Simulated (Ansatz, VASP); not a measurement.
**Si3IrRu in VASP and in Ansatz**

```
CELL_PARAMETERS angstrom
2.46246 -2.46262 0.00000
2.46246 2.46262 0.00000
0.00000 0.00000 9.20957
ATOMIC_POSITIONS crystal
Si 0.50000 0.50000 0.74753
Si 0.50000 0.50000 0.25247
Si 0.50000 0.50000 0.50000
Ru 0.00000 0.00000 0.00000
Ir 0.50000 0.50000 0.00000
```

Alike in both runs: functional PBE; k mesh 5 × 5 × 3; occupations gaussian, width 0.2 eV; no spin polarisation.

Ansatz relaxed the structure, and its values are those at the end. VASP's run is a single point on that final structure, the one shown.

```csv
,VASP,Ansatz
version,VASP 6.6.1,Ansatz 0.2.0
potentials or method,"VASP PAW PBE potentials, release 64 (Si, Ru_pv, Ir), cutoff 500 eV","scalar-relativistic, plane waves, PAW"
valence electrons in the cell,35,45
```

```csv
,VASP,Ansatz,Ansatz less VASP
gap on the k mesh at the Fermi level (eV),none,none,-
pressure (GPa),0.1,0.0,-0.12
rms of the force components (eV/Å),0.011,0.002,-0.0091
```

A gap of «none» marks a metal or a gap that the smearing closes. VASP's potentials hold 35 valence electrons a cell and Ansatz's 45, so a difference there can come from the potentials and not from the codes.

The k mesh is coarse, so the values compare programs but aren't converged. Spin-orbit coupling is off throughout.
